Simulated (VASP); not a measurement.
Runs of VASP 6.6.1 on AlN (rocksalt type). The structure is that of space group Fm-3m (No. 225), or close to it. The cells are those of the table. 

```tsv
task	cell	cutoff (eV)	gap on the mesh (eV)	pressure (GPa)
single point	a = 2.835, b = 2.835, c = 2.792 Å, angles 60.5, 60.5, 59.0°, 2 atoms	520	4.78	17.5
relaxation of cell and atoms	relaxed from a = 3.157 Å, angles 60.0°, 2 atoms	600	(a)	0.0
single point	a = 2.878 Å, angles 60.0°, 2 atoms	520	4.41	-0.3
electric field gradients	a = 2.878 Å, angles 60.0°, 2 atoms	520	4.41	-0.3
```

Alike in all rows: level PBE; potentials or basis VASP PAW PBE potentials, release 64 (Al, N); no spin polarisation; k mesh 14 × 14 × 14; smearing fermi-dirac 0.03 eV.

Q: Fill in the values left out.

A: (a) 4.43.

A k mesh can miss the band edges.
